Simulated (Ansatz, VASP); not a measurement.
## GeW: VASP beside Ansatz

```
W Ge
1.0
     2.84802    0.00000    0.00000
     0.00000    2.84802    0.00000
     0.00000    0.00000    2.84802
W Ge
1 1
Direct
  0.00000 0.00000 0.00000
  0.50000 0.50000 0.50000
```

Change from the starting cell: volume scaled by 0.75, PAW files.

Alike in both runs: task single point; functional PBE; k mesh 14 × 14 × 14; occupations fermi-dirac, width 0.05 eV; no spin polarisation.

```csv
,VASP,Ansatz
version,VASP 6.6.1,Ansatz 0.2.0
potentials or method,"VASP PAW PBE potentials, release 64 (W_sv, Ge_d)","PAW with Ansatz's default frozen-core files, scalar-relativistic"
plane-wave cutoff (eV),520,420
valence electrons in the cell,28,28
```

VASP gave:

| Item | Value |
| --- | --- |
| pressure (GPa) | 114.3 |

**Question.** Which values does Ansatz return?

**Answer.** Pressure (GPa): 112.7.

Both programs put the cell under a high pressure, so it lies far from rest at this level. The functional is the same, so the differences come from potentials, cutoffs and numerics.

Spin-orbit coupling is off throughout. Noted on VASP's run: the cell as given lies far from equilibrium.
